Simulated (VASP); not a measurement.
Mg:

```
Mg
1.0
     3.17683    0.00000    0.00000
    -1.58841    2.75121    0.00000
     0.00000    0.00000   10.31886
Mg
4
Direct
  0.66667 0.33333 0.75000
  0.00000 0.00000 0.50000
  0.33333 0.66667 0.25000
  0.00000 0.00000 0.00000
```

- Program: VASP 6.6.1
- Task: relaxation of cell and atoms
- Functional: revPBE
- Dispersion: D3(BJ)
- Potentials or basis: VASP PAW PBE potentials, release 64 (Mg)
- Cutoff: 600 eV
- k mesh: 10 × 10 × 3
- Occupations: fermi-dirac, width 0.05 eV
- Spin: no spin polarisation

At the start: pressure -2.2 GPa; volume 22.55 Å³/atom.

Task: Where does the relaxation end?

Result: Over 6 steps the energy falls by 9.7 meV/atom and the volume is 21.25 Å³/atom (-5.8 %); space group P6_3/mmc (No. 194, to 0.1 Å) before and after.

The path:
```
step  energy change (eV)  largest force (eV/Å)  pressure (GPa)  volume (Å³)
   1              0.0000                0.0000           -2.17        90.19
   2             -0.0358                0.0000           -0.58        86.25
   3             -0.0383                0.0000            0.00        85.03
   4             -0.0383                0.0000            0.05        84.93
   5             -0.0386                0.0000            0.04        84.95
   6             -0.0388                0.0000            0.03        85.00
```

Final structure:
```
CELL_PARAMETERS angstrom
3.10008 0.00000 0.00000
-1.55004 2.68475 0.00000
0.00000 0.00000 10.21277
ATOMIC_POSITIONS crystal
Mg 0.66667 0.33333 0.75000
Mg 0.00000 0.00000 0.50000
Mg 0.33333 0.66667 0.25000
Mg 0.00000 0.00000 0.00000
```

Caveat: the PAW data sets were made with another functional, which shifts forces and pressure a little.
